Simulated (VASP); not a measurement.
## Al5GaP6: relaxation of cell and atoms with PBE

The system is Al5GaP6.

```
CELL_PARAMETERS angstrom
3.71113 0.00000 0.00000
0.00000 3.71113 0.00000
0.00000 0.00000 15.74498
ATOMIC_POSITIONS crystal
Al 0.50000 0.50000 0.83333
Al 0.00000 0.00000 0.66667
Al 0.50000 0.50000 0.50000
Al 0.00000 0.00000 0.33333
Al 0.50000 0.50000 0.16667
Ga 0.00000 0.00000 0.00000
P 0.50000 0.00000 0.75000
P 0.00000 0.50000 0.58333
P 0.50000 0.00000 0.41667
P 0.00000 0.50000 0.25000
P 0.50000 0.00000 0.08333
P 0.00000 0.50000 0.91667
```

```json
{
 "Program": "VASP 6.6.1",
 "Task": "relaxation of cell and atoms",
 "Functional": "PBE",
 "Potentials or basis": "VASP PAW PBE potentials, release 64 (Al, Ga_d, P)",
 "Cutoff": "600 eV",
 "k mesh": "6 × 6 × 1",
 "Occupations": "gaussian, width 0.1 eV",
 "Spin": "no spin polarisation",
 "Dipole correction": "no",
 "Further INCAR settings": "ALGO = Normal; EDIFF = 1e-07; IBRION = 2; EDIFFG = -0.04; NSW = 90; ISIF = 3"
}
```

| Property | Result |
| --- | --- |
| Relaxed volume | 20.83 Å³/atom |
| Relaxed cell | a = 3.892 Å, b = 3.892 Å, c = 16.496 Å, α = 90.00°, β = 90.00°, γ = 90.00° |
| Space group after relaxing (to 0.1 Å) | P-4m2 (No. 115) |
| Energy gained by relaxing | 122.4 meV/atom |
| Ionic steps | 5 |
| Pressure after relaxing | 0.2 GPa |
| Largest force after relaxing | 0.022 eV/Å |
| Band gap on the k mesh | 1.62 eV |

Forces on the atoms (eV/Å):
```
Al   0.000  0.000 -0.009
Al   0.000  0.000  0.004
Al   0.000  0.000  0.000
Al   0.000  0.000 -0.004
Al   0.000  0.000  0.009
Ga   0.000  0.000  0.000
P    0.000  0.000  0.008
P    0.000  0.000  0.001
P    0.000  0.000 -0.001
P    0.000  0.000 -0.008
P    0.000  0.000  0.022
P    0.000  0.000 -0.022
```

Step by step:
```tsv
step	energy change (eV)	largest force (eV/Å)	pressure (GPa)	volume (Å³)
1	0.0000	0.0407	15.87	216.85
2	-0.8213	0.0960	-6.84	278.01
3	-1.4686	0.0658	-0.07	250.60
4	-1.4684	0.0650	0.17	249.89
5	-1.4687	0.0225	0.16	249.90
```

Final structure:
```xyz
12
Lattice="3.8921 0.0000 0.0000 0.0000 3.8921 0.0000 0.0000 0.0000 16.4964" Properties=species:S:1:pos:R:3 pbc="T T T"
Al    1.9461    1.9461   13.7487
Al    3.8921    3.8921   10.9978
Al    1.9461    1.9461    8.2482
Al    3.8921    3.8921    5.4986
Al    1.9461    1.9461    2.7477
Ga    3.8921    3.8921    0.0000
P     1.9461    3.8921   12.3731
P     0.0000    1.9461    9.6228
P     1.9461    3.8921    6.8735
P     3.8921    1.9461    4.1233
P     1.9461    3.8921    1.3788
P     0.0000    1.9461   15.1176
```

Levels at points of the mesh, in eV from the valence-band top:
```tsv
k point	band 26	band 27	band 28	band 29	band 30	band 31	band 32	band 33
(0.00, 0.00, 0.00)	-0.73	-0.01	0.00	0.00	1.62	2.01	2.26	2.33
(0.50, 0.00, 0.00)	-0.86	-0.86	-0.84	-0.76	2.56	3.07	3.08	3.17
(0.50, 0.50, 0.00)	-2.16	-2.15	-2.15	-2.14	1.62	1.62	2.17	2.51
```

It took 11 min on 1 thread of Intel Xeon 8259CL, with other jobs on the host, peak memory 0.39 GiB.

Caveat: the volume moved by over 15 % at a fixed basis, so the end points are rough; an odd mesh through Γ misses points on the zone boundary, where band edges can lie.
